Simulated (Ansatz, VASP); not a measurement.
## One calculation of WS2, two programs

```
W S
1.0
     3.18321    0.00000    0.00000
    -1.59160    2.75674    0.00000
     0.00000    0.00000   23.66876
W S
2 4
Cartesian
  0.0000 1.8378 15.0846
  1.5916 0.9189 8.5842
  0.0000 1.8378 7.0254
  1.5916 0.9189 13.5253
  0.0000 1.8378 10.1435
  1.5916 0.9189 16.6434
```

Alike in both runs: task single point; functional PBE; k mesh 3 × 3 × 1; occupations fermi-dirac, width 0.05 eV; no spin polarisation.

```csv
,VASP,Ansatz
version,VASP 6.6.1,Ansatz 0.2.0
potentials or method,"VASP PAW PBE potentials, release 64 (W_sv, S), cutoff 520 eV","plane waves, PAW"
valence electrons in the cell,52,52
```

|  | VASP | Ansatz | Ansatz less VASP |
| --- | --- | --- | --- |
| rms of the force components (eV/Å) | 0.037 | 0.034 | -0.0025 |

Atom by atom the forces differ by 0.003 eV/Å (rms over components). With one functional, cell and mesh, what is left measures potentials, basis and numerics.

The k mesh is coarse, so the values compare programs but aren't converged. Neither program's run includes spin-orbit coupling.
